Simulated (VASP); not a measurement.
A run of VASP 6.6.1:

The input INCAR:

```
PREC     = Accurate       # precision mode
ENCUT    = 520            # plane-wave cutoff, eV
EDIFF    = 1E-7           # SCF threshold, eV
ISMEAR   = 0              # smearing method
SIGMA    = 0.15           # smearing width, eV
LREAL    = False          # projectors in reciprocal space
LASPH    = True           # aspherical terms in the spheres
NELM     = 60             # most SCF steps
ALGO     = Fast           # electronic algorithm
ISIF     = 2              # what is computed and relaxed
LWAVE    = False          # write WAVECAR
LCHARG   = False          # write CHGCAR
GGA      = PS             # functional
NBANDS   = 60             # bands
```

File KPOINTS:

```
Automatic mesh
0
Gamma
  18 18 4
```

Contents of POSCAR:

```
W2N
1.0
    2.8725259163      0.0000000000      0.0000000000
   -1.4362629582      2.4876804166      0.0000000000
    0.0000000000      0.0000000000     17.8879760940
W N
6 3
Direct
    0.0000000000      0.0000000000      0.0759303586
    0.0000000000      0.0000000000      0.9240696414
    0.3333333333      0.6666666667      0.2625177094
    0.6666666667      0.3333333333      0.7374822906
    0.3333333333      0.6666666667      0.4176067748
    0.6666666667      0.3333333333      0.5823932252
    0.0000000000      0.0000000000      0.5000000000
    0.3333333333      0.6666666667      0.1506839328
    0.6666666667      0.3333333333      0.8493160672
```

Potentials or basis: VASP PAW PBE potentials, release 64 (W_sv, N).

Command:

```console
$ cat potpaw_PBE.64/W_sv/POTCAR potpaw_PBE.64/N/POTCAR > POTCAR
$ mpirun -np 1 vasp_std > vasp.out
```

Hardware: 1 thread of Oxide Virtual Turin-like Processor, with other jobs on the host.

Task: Estimate the wall time of this run.

Result: It took 56 min on 1 thread of Oxide Virtual Turin-like Processor (shared host), peak memory 0.77 GiB. Counts: scf iterations 24, k points 138.
